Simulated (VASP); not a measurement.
# C in VASP: relaxation of the atoms with PBE+D3(BJ)

Aim: the relaxation of the atoms of C with PBE+D3(BJ).

All numbers are computed with VASP 6.6.1; they aren't measurements. Logs are shortened: lines on timing, memory, paths and dates and some standing lists are left out, and cuts for length are marked.

## (1) The cell of the first run

The cell holds a slab with vacuum, 32 atoms: a = 9.864 Å, b = 9.864 Å, c = 12.000 Å, α = 90.00°, β = 90.00°, γ = 120.00°.

## (2) Relaxation of the atoms, PBE+D3(BJ)

INCAR reads:

```
PREC = Accurate
ENCUT = 520
EDIFF = 1E-6
ISMEAR = -1
SIGMA = 0.02
LREAL = Auto
LASPH = T
NELM = 60
ALGO = Normal
ISIF = 2
LWAVE = F
LCHARG = F
GGA = PE
IVDW = 12
IBRION = 2
NSW = 45
EDIFFG = -0.08
```

KPOINTS reads:

```
Automatic mesh
0
Gamma
  1 1 1
```

POSCAR reads:

```
C
1.0
    9.8640000000      0.0000000000      0.0000000000
   -4.9320000000      8.5424750000      0.0000000000
    0.0000000000      0.0000000000     12.0000000000
C
32
Direct
    0.0000000000      0.0000000000      0.0833333000
    0.1666667000      0.0833333000      0.0833333000
    0.0000000000      0.2500000000      0.0833333000
    0.1666667000      0.3333333000      0.0833333000
    0.0000000000      0.5000000000      0.0833333000
    0.1666667000      0.5833333000      0.0833333000
    0.0000000000      0.7500000000      0.0833333000
    0.1666667000      0.8333333000      0.0833333000
    0.2500000000      0.0000000000      0.0833333000
    0.4166667000      0.0833333000      0.0833333000
    0.2500000000      0.2500000000      0.0833333000
    0.4166667000      0.3333333000      0.0833333000
    0.2500000000      0.5000000000      0.0833333000
    0.4166667000      0.5833333000      0.0833333000
    0.2500000000      0.7500000000      0.0833333000
    0.4166667000      0.8333333000      0.0833333000
    0.5000000000      0.0000000000      0.0833333000
    0.6666667000      0.0833333000      0.0833333000
    0.5000000000      0.2500000000      0.0833333000
    0.6666667000      0.3333333000      0.0833333000
    0.5000000000      0.5000000000      0.0833333000
    0.6666667000      0.5833333000      0.0833333000
    0.5000000000      0.7500000000      0.0833333000
    0.6666667000      0.8333333000      0.0833333000
    0.7500000000      0.0000000000      0.0833333000
    0.9166667000      0.0833333000      0.0833333000
    0.7500000000      0.2500000000      0.0833333000
    0.9166667000      0.3333333000      0.0833333000
    0.7500000000      0.5000000000      0.0833333000
    0.9166667000      0.5833333000      0.0833333000
    0.7500000000      0.7500000000      0.0833333000
    0.9166667000      0.8333333000      0.0833333000
```

Potentials or basis: VASP PAW PBE potentials, release 64 (C).

Started as:

```sh
> cat potpaw_PBE.64/C/POTCAR > POTCAR
> mpirun -np 1 vasp_gam > vasp.out
```

OUTCAR:

```text
PREC = Accurate
   ENCUT = 520
   EDIFF = 1E-6
   ISMEAR = -1
   LREAL = Auto
   LASPH = T
   NELM = 60
   ISIF = 2
   GGA = PE
   IVDW = 12
   IBRION = 2
   NSW = 45
   EDIFFG = -0.08
 IVDW          = 12

 ion  position               nearest neighbor table
   1  0.000  0.000  0.083-  26 1.42   2 1.42  32 1.42
   2  0.167  0.083  0.083-   9 1.42   1 1.42  11 1.42
   3  0.000  0.250  0.083-  28 1.42   4 1.42  26 1.42
   4  0.167  0.333  0.083-  11 1.42   3 1.42  13 1.42
   5  0.000  0.500  0.083-  30 1.42   6 1.42  28 1.42
   6  0.167  0.583  0.083-  13 1.42   5 1.42  15 1.42
[... 33 lines left out ...]
 A1 = (   9.8640000000,   0.0000000000,   0.0000000000)
 A2 = (  -4.9320000000,   8.5424750000,   0.0000000000)
 A3 = (   0.0000000000,   0.0000000000,  12.0000000000)

Analysis of symmetry for initial positions (statically):
=====================================================================
 Subroutine PRICEL returns following result:

  LATTYP: Found a hexagonal cell.
 ALAT       =     2.4660000000
 C/A-ratio  =     4.8661800487

  Lattice vectors:

 A1 = (   2.4660000000,   0.0000000000,   0.0000000000)
 A2 = (  -1.2330000000,   2.1356187500,   0.0000000000)
 A3 = (   0.0000000000,   0.0000000000,  12.0000000000)

  16 primitive cells build up your supercell.

 Routine SETGRP: Setting up the symmetry group for a
 hexagonal supercell.

 Subroutine GETGRP returns: Found 24 space group operations
 (whereof  6 operations were pure point group operations)
 out of a pool of 24 trial point group operations.

The static configuration has the point symmetry C_3v.
 The point group associated with its full space group is D_6h.

Analysis of symmetry for dynamics (positions and initial velocities):
=====================================================================
 Subroutine PRICEL returns following result:

  LATTYP: Found a hexagonal cell.
 ALAT       =     2.4660000000
 C/A-ratio  =     4.8661800487

  Lattice vectors:

 A1 = (   2.4660000000,   0.0000000000,   0.0000000000)
 A2 = (  -1.2330000000,   2.1356187500,   0.0000000000)
 A3 = (   0.0000000000,   0.0000000000,  12.0000000000)

  16 primitive cells build up your supercell.

 Routine SETGRP: Setting up the symmetry group for a
 hexagonal supercell.

[... 83 lines left out ...]
   EDIFFG = -.8E-01   stopping-criterion for IOM
   NSW    =     45    number of steps for IOM
   IBRION =      2    ionic relax: 0-MD 1-quasi-New 2-CG
   NFREE  =      1    steps in history (QN), initial steepest desc. (CG)
   ISIF   =      2    stress and relaxation
   ISYM   =      2    0-nonsym 1-usesym 2-fastsym
   POTIM  = 0.5000    time-step for ionic-motion
   TEBEG  =    0.0;   TEEND  =   0.0 temperature during run
   PSTRESS=    0.0 pullay stress
   NELECT =     128.0000    total number of electrons
   NUPDOWN=      -1.0000    fix difference up-down
   EMIN   =  10.00;   EMAX   =-10.00  energy-range for DOS
   EFERMI =   0.00;   METHOD = LEGACY
   ISMEAR =    -1;   SIGMA  =   0.02  broadening in eV -4-tet -1-fermi 0-gaus
   EFERMI_NEDOS =   21; number of points for ismear=-14 and -15
   IALGO  =     38    algorithm
   IMIX   =      4    mixing-type and parameters
     AMIX     =   0.40;   BMIX     =  1.00
     AMIX_MAG =   1.60;   BMIX_MAG =  1.00
  volume/ion in A,a.u.               =      31.60       213.24
  Fermi-wavevector in a.u.,A,eV,Ry     =   0.822001  1.553356  9.193253  0.675685
  Thomas-Fermi vector in A             =   1.933259
   LORBIT       =      0    0 simple, 1 ext, 2 COOP (PROOUT), +10 PAW based schemes
   GGA     = PE    functional components
   LHFCALC =     F    Hartree Fock is set to
   AEXX    =    0.0000 exact exchange contribution
   IVDW    =    12    specifies the selected vdW correction
   LEPSILON=     F    determine dielectric tensor
   LRPA    =     F    only Hartree local field effects (RPA)
 conjugate gradient relaxation of ions
 non-spin polarized calculation
  energy-cutoff  :      520.00
  volume of cell :     1011.16
 maximum number of plane-waves:     13637
 NGX is ok and might be reduce to    80
   NGX = 37   NGY = 37   NGZ = 45

 number of electron     128.0000000 magnetization

 Free energy of the ion-electron system (eV)
  ---------------------------------------------------
  ext. energy  EPLUGINS =         0.00000000
  ---------------------------------------------------
  free energy    TOTEN  =      -295.74386349 eV

  energy without entropy =     -295.74386349  energy(sigma->0) =     -295.74386349

 E-fermi :  -3.5418     XC(G=0):  -3.5701

 val. band max:       -4.0951187377   @ k =   0.0000   0.0000   0.0000
 cond. band min:      -0.0580391109   @ k =   0.0000   0.0000   0.0000
 fundamental gap:      4.0370796268
 Fermi energy:        -3.5418079112

 k-point     1 :       0.0000    0.0000    0.0000
  band No.  band energies     occupation
      1     -21.2554      2.00000
      2     -19.7900      2.00000
      3     -19.7900      2.00000
      4     -19.7900      2.00000
      5     -19.7900      2.00000
      6     -19.7900      2.00000
[... 68 lines left out ...]
     75       2.6069      0.00000
     76       3.4693      0.00000
 [bands above 76 left out]

------------------------ aborting loop because EDIFF is reached ----------------------------------------

 Edisp (eV)   -2.84774

 E8    (eV) :    -0.8874

  FORCE on cell =-STRESS in cart. coord.  units (eV):
  Direction    XX          YY          ZZ          XY          YZ          ZX
  --------------------------------------------------------------------------------------
  -------------------------------------------------------------------------------------
  Total      -0.41665    -0.41665    -0.27974     0.00000     0.00000    -0.00000
  in kB      -0.66019    -0.66019    -0.44325     0.00000     0.00000    -0.00000
  external pressure =       -0.59 kB  Pullay stress =        0.00 kB

 VOLUME and BASIS-vectors are now :
 -----------------------------------------------------------------------------
  energy-cutoff  :      520.00
  volume of cell :     1011.16
      direct lattice vectors                 reciprocal lattice vectors
     9.864000000  0.000000000  0.000000000     0.101378751  0.058531046  0.000000000
    -4.932000000  8.542475000  0.000000000     0.000000000  0.117062093  0.000000000
     0.000000000  0.000000000 12.000000000     0.000000000  0.000000000  0.083333333

 POSITION                                       TOTAL-FORCE (eV/Angst)
 -----------------------------------------------------------------------------------
      0.00000      0.00000      1.00000         0.000000      0.000000      0.000000
      1.23300      0.71187      1.00000        -0.000000     -0.000000     -0.000000
     -1.23300      2.13562      1.00000         0.000000      0.000000     -0.000000
      0.00000      2.84749      1.00000        -0.000000     -0.000000     -0.000000
     -2.46600      4.27124      1.00000         0.000000      0.000000     -0.000000
     -1.23300      4.98311      1.00000        -0.000000     -0.000000     -0.000000
[... 24 lines left out ...]
      3.69900      6.40686      1.00000         0.000000      0.000000      0.000000
      4.93200      7.11873      1.00000        -0.000000     -0.000000      0.000000
 -----------------------------------------------------------------------------------
    total drift:                               -0.001513      0.000873      0.000000

  FREE ENERGIE OF THE ION-ELECTRON SYSTEM (eV)
  ---------------------------------------------------
  free  energy   TOTEN  =      -298.5916034789 eV

  energy  without entropy=     -298.5916034788  energy(sigma->0) =     -298.59160348

 reached required accuracy - stopping structural energy minimisation
```

OSZICAR:

```text
N       E                     dE             d eps       ncg     rms          rms(c)
DAV:   1     0.128875145660E+04    0.12888E+04   -0.58878E+04   170   0.132E+03
DAV:   2    -0.114413464250E+03   -0.14032E+04   -0.13431E+04   235   0.308E+02
DAV:   3    -0.309694975624E+03   -0.19528E+03   -0.19410E+03   196   0.125E+02
[... 11 lines left out ...]
DAV:  15    -0.295743742033E+03   -0.67758E-03   -0.94451E-05   162   0.216E-02    0.377E-03
DAV:  16    -0.295743836337E+03   -0.94304E-04   -0.69990E-06   140   0.482E-03    0.755E-04
DAV:  17    -0.295743856183E+03   -0.19846E-04   -0.68300E-07   100   0.212E-03    0.707E-04
DAV:  18    -0.295743863376E+03   -0.71929E-05   -0.49858E-07    90   0.120E-03    0.154E-04
DAV:  19    -0.295743863487E+03   -0.11085E-06   -0.26643E-08   108   0.557E-04
   1 F= -.29859160E+03 E0= -.29859160E+03  d E =-.298592E+03
```

CONTCAR:

```text
C
   1.00000000000000
     9.8640000000000008    0.0000000000000000    0.0000000000000000
    -4.9320000000000004    8.5424749999999996    0.0000000000000000
     0.0000000000000000    0.0000000000000000   12.0000000000000000
  C
    32
Direct
     0.0000000000000000    0.0000000000000000    0.0833332999999996
     0.1666667000000004    0.0833332999999996    0.0833332999999996
     0.0000000000000000    0.2500000000000000    0.0833332999999996
     0.1666667000000004    0.3333332999999996    0.0833332999999996
     0.0000000000000000    0.5000000000000000    0.0833332999999996
     0.1666667000000004    0.5833332999999996    0.0833332999999996
[... 24 lines left out ...]
     0.7500000000000000    0.7500000000000000    0.0833332999999996
     0.9166667000000004    0.8333332999999996    0.0833332999999996

  0.00000000E+00  0.00000000E+00  0.00000000E+00
  0.00000000E+00  0.00000000E+00  0.00000000E+00
  0.00000000E+00  0.00000000E+00  0.00000000E+00
  0.00000000E+00  0.00000000E+00  0.00000000E+00
  0.00000000E+00  0.00000000E+00  0.00000000E+00
  0.00000000E+00  0.00000000E+00  0.00000000E+00
[... 24 lines left out ...]
  0.00000000E+00  0.00000000E+00  0.00000000E+00
  0.00000000E+00  0.00000000E+00  0.00000000E+00
```

It took 2.8 min on 1 thread of AMD EPYC 7R13 (Zen 3), shared host; peak memory 0.89 GiB.

Results:

```
Free energy                : -298.5916 eV
Dispersion energy per atom : -0.089 eV
```

Final structure:
```xyz
32
Lattice="9.8640 0.0000 0.0000 -4.9320 8.5425 0.0000 0.0000 0.0000 12.0000" Properties=species:S:1:pos:R:3 pbc="T T T"
C     0.0000    0.0000    1.0000
C     1.2330    0.7119    1.0000
C    -1.2330    2.1356    1.0000
C     0.0000    2.8475    1.0000
C    -2.4660    4.2712    1.0000
C    -1.2330    4.9831    1.0000
C    -3.6990    6.4069    1.0000
C    -2.4660    7.1187    1.0000
C     2.4660    0.0000    1.0000
C     3.6990    0.7119    1.0000
C     1.2330    2.1356    1.0000
C     2.4660    2.8475    1.0000
C     0.0000    4.2712    1.0000
C     1.2330    4.9831    1.0000
C    -1.2330    6.4069    1.0000
C     0.0000    7.1187    1.0000
C     4.9320    0.0000    1.0000
C     6.1650    0.7119    1.0000
C     3.6990    2.1356    1.0000
C     4.9320    2.8475    1.0000
C     2.4660    4.2712    1.0000
C     3.6990    4.9831    1.0000
C     1.2330    6.4069    1.0000
C     2.4660    7.1187    1.0000
C     7.3980    0.0000    1.0000
C     8.6310    0.7119    1.0000
C     6.1650    2.1356    1.0000
C     7.3980    2.8475    1.0000
C     4.9320    4.2712    1.0000
C     6.1650    4.9831    1.0000
C     3.6990    6.4069    1.0000
C     4.9320    7.1187    1.0000
```

Caveat: the k points lie up to 0.74 Å⁻¹ apart; there is no dipole correction, which matters where the two faces differ.
